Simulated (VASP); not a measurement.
# B3F2 (P4/mbm) in VASP: notebook

The runs below take B3F2 through single point, relaxation of cell and atoms, with PBE.

Program: VASP 6.6.1. These are calculated values, not measurements. Logs are shortened: lines on timing, memory, paths and dates and some standing lists are left out, and cuts for length are marked.

### 1 The cell of the first run

Symmetry: P4/mbm, No. 127, tetragonal system. The conventional cell has a = 7.178 Å, b = 7.178 Å, c = 1.997 Å, α = 90.00°, β = 90.00°, γ = 90.00°. Within 2.6 Å of B (site symmetry 4/m) lie 2 B at 2.00 Å. Within 2.0 Å of B (site symmetry m2m) lie 2 F at 1.52 Å and 2 B at 2.00 Å. F (site symmetry m2m) has 2 B at 1.52 Å and 2 F at 2.00 Å within 2.0 Å.

### 2 Single point, PBE

INCAR

```
SYSTEM = B3F2
PREC = Accurate
ENCUT = 520
EDIFF = 1E-6
ISMEAR = 0
SIGMA = 0.1
LREAL = .False.
LASPH = .True.
NELM = 60
ALGO = Normal
ISIF = 2
LWAVE = .False.
LCHARG = .False.
GGA = PE
NBANDS = 34
```

KPOINTS

```
regular mesh
0
Gamma
  4 4 6
  0 0 0
```

POSCAR

```
B3F2
1.0
    7.1777753960      0.0000000000      0.0000000000
    0.0000000000      7.1777753960      0.0000000000
    0.0000000000      0.0000000000      1.9973499758
B F
6 4
Direct
    0.0000000000      0.0000000000      0.0000000000
    0.5000000000      0.5000000000      0.0000000000
    0.2691826387      0.7691826387      0.5000000000
    0.2308173613      0.2691826387      0.5000000000
    0.7308173613      0.2308173613      0.5000000000
    0.7691826387      0.7308173613      0.5000000000
    0.3823248232      0.8823248232      0.0000000000
    0.1176751768      0.3823248232      0.0000000000
    0.6176751768      0.1176751768      0.0000000000
    0.8823248232      0.6176751768      0.0000000000
```

Potentials or basis: VASP PAW PBE potentials, release 64 (B, F).

Launch:

```
cat potpaw_PBE.64/B/POTCAR potpaw_PBE.64/F/POTCAR > POTCAR
mpirun -np 1 vasp_std > vasp.out
```

OUTCAR:

```text
SYSTEM = B3F2
   PREC = Accurate
   ENCUT = 520
   EDIFF = 1E-6
   ISMEAR = 0
   LREAL = .False.
   LASPH = .True.
   NELM = 60
   ISIF = 2
   GGA = PE

 ion  position               nearest neighbor table
   1  0.000  0.000  0.000-
   2  0.500  0.500  0.000-
   3  0.269  0.769  0.500-   7 1.52   7 1.52
   4  0.231  0.269  0.500-   8 1.52   8 1.52
   5  0.731  0.231  0.500-   9 1.52   9 1.52
   6  0.769  0.731  0.500-  10 1.52  10 1.52
   7  0.382  0.882  0.000-   3 1.52   3 1.52
   8  0.118  0.382  0.000-   4 1.52   4 1.52
   9  0.618  0.118  0.000-   5 1.52   5 1.52
  10  0.882  0.618  0.000-   6 1.52   6 1.52

  LATTYP: Found a simple tetragonal cell.
 ALAT       =     7.1777753960
 C/A-ratio  =     0.2782686648

  Lattice vectors:

 A1 = (   7.1777753960,   0.0000000000,   0.0000000000)
 A2 = (   0.0000000000,   7.1777753960,   0.0000000000)
 A3 = (   0.0000000000,   0.0000000000,   1.9973499758)

Analysis of symmetry for initial positions (statically):
=====================================================================
 Subroutine PRICEL returns:
 Original cell was already a primitive cell.

 Routine SETGRP: Setting up the symmetry group for a
 simple tetragonal supercell.

 Subroutine GETGRP returns: Found 16 space group operations
 (whereof  8 operations were pure point group operations)
 out of a pool of 16 trial point group operations.

The static configuration has the point symmetry C_4h.
 The point group associated with its full space group is D_4h.

Analysis of symmetry for dynamics (positions and initial velocities):
=====================================================================
 Subroutine PRICEL returns:
 Original cell was already a primitive cell.

 Routine SETGRP: Setting up the symmetry group for a
 simple tetragonal supercell.

 Subroutine GETGRP returns: Found 16 space group operations
 (whereof  8 operations were pure point group operations)
 out of a pool of 16 trial point group operations.

The dynamic configuration has the point symmetry C_4h.
 The point group associated with its full space group is D_4h.

 Subroutine INISYM returns: Found 16 space group operations
 (whereof  8 operations are pure point group operations),
 and found     1 'primitive' translations

[... 112 lines left out ...]
   NSW    =      0    number of steps for IOM
   IBRION =     -1    ionic relax: 0-MD 1-quasi-New 2-CG
   NFREE  =      0    steps in history (QN), initial steepest desc. (CG)
   ISIF   =      2    stress and relaxation
   ISYM   =      2    0-nonsym 1-usesym 2-fastsym
   POTIM  = 0.5000    time-step for ionic-motion
   TEBEG  =    0.0;   TEEND  =   0.0 temperature during run
   PSTRESS=    0.0 pullay stress
   NELECT =      46.0000    total number of electrons
   NUPDOWN=      -1.0000    fix difference up-down
   EMIN   =  10.00;   EMAX   =-10.00  energy-range for DOS
   EFERMI =   0.00;   METHOD = LEGACY
   ISMEAR =     0;   SIGMA  =   0.10  broadening in eV -4-tet -1-fermi 0-gaus
   EFERMI_NEDOS =   21; number of points for ismear=-14 and -15
   IALGO  =     38    algorithm
   IMIX   =      4    mixing-type and parameters
     AMIX     =   0.40;   BMIX     =  1.00
     AMIX_MAG =   1.60;   BMIX_MAG =  1.00
  volume/ion in A,a.u.               =      10.29        69.44
  Fermi-wavevector in a.u.,A,eV,Ry     =   1.251746  2.365457 21.318527  1.566868
  Thomas-Fermi vector in A             =   2.385679
   LORBIT       =      0    0 simple, 1 ext, 2 COOP (PROOUT), +10 PAW based schemes
   GGA     = PE    functional components
   LHFCALC =     F    Hartree Fock is set to
   AEXX    =    0.0000 exact exchange contribution
   IVDW    =     0    specifies the selected vdW correction
   LEPSILON=     F    determine dielectric tensor
   LRPA    =     F    only Hartree local field effects (RPA)
 non-spin polarized calculation
 Gauss-broadening in eV      SIGMA  =   0.10
  energy-cutoff  :      520.00
  volume of cell :      102.90
 maximum number of plane-waves:      2794
 NGX is ok and might be reduce to    54
   NGX = 27   NGY = 27   NGZ =  7

 number of electron      46.0000023 magnetization

 Free energy of the ion-electron system (eV)
  ---------------------------------------------------
  ext. energy  EPLUGINS =         0.00000000
  ---------------------------------------------------
  free energy    TOTEN  =       -41.89567560 eV

  energy without entropy =      -41.88653897  energy(sigma->0) =      -41.89110728

 E-fermi :   3.4662     XC(G=0): -10.1406

 val. band max:        3.4378377629   @ k =   0.2500   0.0000   0.1667
 cond. band min:       3.5691516752   @ k =   0.2500   0.0000   0.0000
 fundamental gap:      0.1313139123
 Fermi energy:         3.4661817985

 k-point     1 :       0.0000    0.0000    0.0000
  band No.  band energies     occupation
      1     -25.5740      2.00000
      2     -25.5474      2.00000
      3     -25.3668      2.00000
      4     -25.3668      2.00000
      5      -8.5029      2.00000
      6      -8.4500      2.00000
[... 877 lines left out ...]
     33       7.6343      0.00000
     34       7.6343      0.00000

------------------------ aborting loop because EDIFF is reached ----------------------------------------

  FORCE on cell =-STRESS in cart. coord.  units (eV):
  Direction    XX          YY          ZZ          XY          YZ          ZX
  --------------------------------------------------------------------------------------
  -------------------------------------------------------------------------------------
  Total        0.3626255      0.3626255      0.4447965      0.0000000      0.0000000      0.0000000
  in kB        5.6459236      5.6459236      6.9252910      0.0000000      0.0000000      0.0000000
  external PRESSURE =       6.0723794 kB  Pullay stress =       0.0000000 kB

 VOLUME and BASIS-vectors are now :
 -----------------------------------------------------------------------------
  energy-cutoff  :      520.00
  volume of cell :      102.90
      direct lattice vectors                 reciprocal lattice vectors
     7.177775396  0.000000000  0.000000000     0.139318932  0.000000000  0.000000000
     0.000000000  7.177775396  0.000000000     0.000000000  0.139318932  0.000000000
     0.000000000  0.000000000  1.997349976     0.000000000  0.000000000  0.500663385

 POSITION                                       TOTAL-FORCE (eV/Angst)
 -----------------------------------------------------------------------------------
      0.00000      0.00000      0.00000         0.000000      0.000000      0.000000
      3.58889      3.58889      0.00000         0.000000      0.000000      0.000000
      1.93213      5.52102      0.99867        -0.127330     -0.127330      0.000000
      1.65676      1.93213      0.99867         0.127330     -0.127330      0.000000
      5.24564      1.65676      0.99867         0.127330      0.127330      0.000000
      5.52102      5.24564      0.99867        -0.127330      0.127330     -0.000000
      2.74424      6.33313      0.00000         0.110190      0.110190      0.000000
      0.84465      2.74424      0.00000        -0.110190      0.110190      0.000000
      4.43353      0.84465      0.00000        -0.110190     -0.110190     -0.000000
      6.33313      4.43353      0.00000         0.110190     -0.110190     -0.000000
 -----------------------------------------------------------------------------------
    total drift:                               -0.000000     -0.000000     -0.000000

  FREE ENERGIE OF THE ION-ELECTRON SYSTEM (eV)
  ---------------------------------------------------
  free  energy   TOTEN  =       -41.8956756027 eV

  energy  without entropy=      -41.8865389671  energy(sigma->0) =      -41.89110728
```

stdout:

```text
POSCAR found type information on POSCAR B F
 POSCAR found :  2 types and      10 ions
 scaLAPACK will be used
 LDA part: xc-table for (Slater+PW92), standard interpolation
 POSCAR, INCAR and KPOINTS ok, starting setup
 FFT: planning ... GRIDC
 FFT: planning ... GRID_SOFT
 FFT: planning ... GRID
 WAVECAR not read
 entering main loop
```

Wall time 34 s (1 thread of AMD EPYC 9R45 (Zen 5), shared host); peak memory 0.19 GiB.

Results:

| Property | Result |
| --- | --- |
| Free energy | -41.8957 eV |
| Pressure | 0.6 GPa |
| Largest force | 0.180 eV/Å |
| Band gap on the k mesh | zero (bands 23 and 24 overlap by 4.27 eV) |

Forces in eV/Å, atoms in the order of the input:
```
B    0.000  0.000  0.000
B    0.000  0.000  0.000
B   -0.127 -0.127  0.000
B    0.127 -0.127  0.000
B    0.127  0.127  0.000
B   -0.127  0.127  0.000
F    0.110  0.110  0.000
F   -0.110  0.110  0.000
F   -0.110 -0.110  0.000
F    0.110 -0.110  0.000
```

Stress tensor (GPa, compression positive):
```
0.56 0.00 0.00
0.00 0.56 0.00
0.00 0.00 0.69
```

Caveat: the k points lie up to 0.52 Å⁻¹ apart, too coarse for converged energies and pressures of a metal.

### 3 Relaxation of cell and atoms, PBE

This run uses another cell than the first one, of 9.58 Å³/atom.

INCAR

```
PREC = Accurate ; ENCUT = 600
EDIFF = 1E-7 ; ISMEAR = 0
SIGMA = 0.1 ; LREAL = False
LASPH = True ; NELM = 60
ALGO = Normal ; ISIF = 3
LWAVE = False ; LCHARG = False
GGA = PE ; IBRION = 2
NSW = 90 ; EDIFFG = -0.04
```

KPOINTS

```
Automatic mesh
0
Gamma
  4 4 6
```

POSCAR

```
B3F2
1.0
    5.7568075828      0.0000000000      0.0000000000
    0.0000000000      5.7568075828      0.0000000000
    0.0000000000      0.0000000000      2.8921123412
B F
6 4
Direct
    0.0000000000      0.0000000000      0.0000000000
    0.5000000000      0.5000000000      0.0000000000
    0.1800000000      0.6800000000      0.5000000000
    0.3200000000      0.1800000000      0.5000000000
    0.8200000000      0.3200000000      0.5000000000
    0.6800000000      0.8200000000      0.5000000000
    0.3800000000      0.8800000000      0.0000000000
    0.1200000000      0.3800000000      0.0000000000
    0.6200000000      0.1200000000      0.0000000000
    0.8800000000      0.6200000000      0.0000000000
```

Potentials or basis: VASP PAW PBE potentials, release 64 (B, F).

Launch:

```
cat potpaw_PBE.64/B/POTCAR potpaw_PBE.64/F/POTCAR > POTCAR
mpirun -np 1 vasp_std > vasp.out
```

It took 22 min on 1 thread of AMD EPYC 9R45 (Zen 5), shared host; peak memory 0.22 GiB.

It converged, with:

```yaml
Free_energy: -41.7452 eV
Relaxed_volume: 9.69 Å³/atom
Relaxed_cell: a = 6.886 Å, b = 6.886 Å, c = 2.043 Å, α = 90.00°, β = 90.00°, γ = 90.00°
Space_group_after_relaxing_to_0.1_Å: P4/mbm (No. 127)
Energy_gained_by_relaxing: 1124.0 meV/atom
Ionic_steps: 48
Pressure_after_relaxing: 0.0 GPa
Largest_force_after_relaxing: 0.034 eV/Å
Band_gap_on_the_k_mesh: zero (bands 23 and 24 overlap by 4.18 eV)
```

Forces in eV/Å, atoms in the order of the input:
```
B    0.000  0.000  0.000
B    0.000  0.000  0.000
B   -0.024 -0.024  0.000
B    0.024 -0.024  0.000
B    0.024  0.024  0.000
B   -0.024  0.024  0.000
F    0.003  0.003  0.000
F   -0.003  0.003  0.000
F   -0.003 -0.003  0.000
F    0.003 -0.003  0.000
```

Stress tensor (GPa, compression positive):
```
 0.29  0.00  0.00
 0.00  0.29  0.00
 0.00  0.00 -0.53
```

Step by step:
| step | energy change (eV) | largest force (eV/Å) | pressure (GPa) | volume (Å³) |
| --- | --- | --- | --- | --- |
| 1 | 0.0000 | 2.7973 | 10.55 | 95.85 |
| 3 | -1.9392 | 1.4565 | -2.14 | 109.49 |
| 5 | -3.7820 | 1.0717 | -8.75 | 139.62 |
| 7 | -4.9947 | 1.9401 | -4.05 | 128.00 |
| 9 | -6.2813 | 4.7218 | 6.82 | 114.26 |
| 11 | -7.6304 | 4.5612 | 10.66 | 108.28 |
| 13 | -8.0600 | 4.3559 | 13.74 | 105.30 |
| 15 | -8.0880 | 4.2674 | 16.68 | 103.97 |
| 17 | -9.3307 | 0.4353 | -1.62 | 108.41 |
| 19 | -9.3533 | 0.3859 | -1.79 | 108.13 |
| 21 | -9.4664 | 0.4932 | -0.25 | 104.72 |
| 23 | -9.4734 | 0.5638 | 0.67 | 103.21 |
| 25 | -9.6215 | 0.5484 | 0.88 | 101.54 |
| 27 | -10.0242 | 1.4930 | 2.27 | 94.24 |
| 29 | -10.0350 | 1.5318 | 2.94 | 93.32 |
| 31 | -10.0584 | 1.6736 | 3.48 | 91.70 |
| 33 | -10.2081 | 1.6545 | 3.81 | 90.78 |
| 35 | -10.2767 | 2.3762 | 6.79 | 86.65 |
| 37 | -10.4402 | 1.6020 | 5.09 | 88.11 |
| 39 | -11.0304 | 0.5130 | 5.82 | 89.90 |
| 41 | -11.1115 | 0.1422 | 7.03 | 90.65 |
| 43 | -11.1998 | 0.0381 | 3.73 | 93.13 |
| 45 | -11.2259 | 0.2487 | 0.54 | 95.28 |
| 47 | -11.2387 | 0.0823 | 0.38 | 96.56 |
| 48 | -11.2405 | 0.0344 | 0.02 | 96.86 |

Final structure:
```
B F
1.0
     6.88639    0.00000    0.00000
     0.00000    6.88639    0.00000
     0.00000    0.00000    2.04252
B F
6 4
Direct
  0.00000 0.00000 0.00000
  0.50000 0.50000 0.00000
  0.26802 0.76802 0.50000
  0.23198 0.26802 0.50000
  0.73198 0.23198 0.50000
  0.76802 0.73198 0.50000
  0.38330 0.88330 0.00000
  0.11670 0.38330 0.00000
  0.61670 0.11670 0.00000
  0.88330 0.61670 0.00000
```

Levels at points of the mesh, in eV from the Fermi level:
| k point | band 20 | band 21 | band 22 | band 23 | band 24 | band 25 | band 26 | band 27 | band 28 | band 29 |
| --- | --- | --- | --- | --- | --- | --- | --- | --- | --- | --- |
| (0.00, 0.00, 0.00) | -4.73 | -3.92 | -3.24 | -2.78 | -2.78 | 0.63 | 0.95 | 0.95 | 3.19 | 4.38 |
| (0.50, 0.00, 0.00) | -4.73 | -4.27 | -4.27 | -1.78 | -1.78 | -0.40 | -0.40 | 3.79 | 3.79 | 4.46 |
| (0.50, 0.50, 0.00) | -5.62 | -3.51 | -3.51 | -2.50 | -2.50 | 1.17 | 1.17 | 2.04 | 2.04 | 5.83 |
| (0.00, 0.00, 0.50) | 0.06 | 0.72 | 0.72 | 1.24 | 1.33 | 1.33 | 1.98 | 2.44 | 2.56 | 3.24 |
| (0.50, 0.00, 0.50) | -0.59 | 0.92 | 0.92 | 1.39 | 1.39 | 1.51 | 1.51 | 2.02 | 2.02 | 3.28 |
| (0.50, 0.50, 0.50) | -0.41 | 0.81 | 0.81 | 0.90 | 0.90 | 1.89 | 1.89 | 2.35 | 2.92 | 2.92 |

Caveat: the k points lie up to 0.51 Å⁻¹ apart in the final cell, too coarse for converged energies and pressures of a metal; a cell axis changed by over 15 % at a fixed basis, so the end point is rough.

### 4 Single point, PBE

This run uses another cell than the first one, of 10.15 Å³/atom.

INCAR

```
ALGO = Normal
EDIFF = 1E-6
ENCUT = 520
GGA = PE
ISIF = 2
ISMEAR = 0
LASPH = T
LCHARG = F
LREAL = F
LWAVE = F
NBANDS = 34
NELM = 60
PREC = Accurate
SIGMA = 0.1
```

KPOINTS

```
k-points
0
Gamma
  6 6 18
```

POSCAR

```
B3F2
1.0
    7.1379041793      0.0000000000      0.0000000000
    0.0000000000      7.1379041793      0.0000000000
    0.0000000000      0.0000000000      1.9916954262
B F
6 4
Direct
    0.0000000000      0.0000000000      0.0000000000
    0.5000000000      0.5000000000      0.0000000000
    0.2685602034      0.7685602034      0.5000000000
    0.2314397966      0.2685602034      0.5000000000
    0.7314397966      0.2314397966      0.5000000000
    0.7685602034      0.7314397966      0.5000000000
    0.3826636894      0.8826636894      0.0000000000
    0.1173363106      0.3826636894      0.0000000000
    0.6173363106      0.1173363106      0.0000000000
    0.8826636894      0.6173363106      0.0000000000
```

Launch:

```
cat potpaw_PBE.64/B/POTCAR potpaw_PBE.64/F/POTCAR > POTCAR
mpirun -np 1 vasp_std > vasp.out
```

Wall time 1.9 min (1 thread of AMD EPYC 9R45 (Zen 5), shared host); peak memory 0.33 GiB.

It converged, with:

```
Free energy            : -41.6283 eV
Pressure               : 0.6 GPa
Largest force          : 0.188 eV/Å
Band gap on the k mesh : zero (bands 23 and 24 overlap by 4.78 eV)
```

Forces on the atoms (eV/Å):
```
B    0.000  0.000  0.000
B    0.000  0.000  0.000
B   -0.131 -0.131  0.000
B    0.131 -0.131  0.000
B    0.131  0.131  0.000
B   -0.131  0.131  0.000
F    0.133  0.133  0.000
F   -0.133  0.133  0.000
F   -0.133 -0.133  0.000
F    0.133 -0.133  0.000
```

Stress tensor (GPa, compression positive):
```
0.35 0.00 0.00
0.00 0.35 0.00
0.00 0.00 0.98
```

Levels at points of the mesh, in eV from the Fermi level:
```
           k point  band 20  band 21  band 22  band 23  band 24  band 25  band 26  band 27  band 28  band 29
(0.00, 0.00, 0.00)    -4.78    -4.03    -3.63    -2.79    -2.79     0.48     0.55     0.55     2.60     4.35
(0.50, 0.00, 0.00)    -4.79    -4.37    -4.37    -1.84    -1.84    -0.77    -0.77     3.32     3.32     3.83
(0.50, 0.50, 0.00)    -5.02    -3.69    -3.69    -2.55    -2.55     0.69     0.69     1.60     1.60     5.08
(0.00, 0.00, 0.50)     0.47     1.39     1.39     1.41     1.41     1.83     1.85     2.65     3.02     3.06
(0.50, 0.00, 0.50)    -0.17     1.53     1.53     1.57     1.57     1.94     1.94     2.10     2.10     3.67
(0.50, 0.50, 0.50)     0.00     0.96     0.96     1.53     1.53     2.29     2.29     2.72     2.72     2.91
```

(Part 1 of 2 ends here.)

The gap in the log of VASP goes by the Fermi energy; the results here count the filled bands.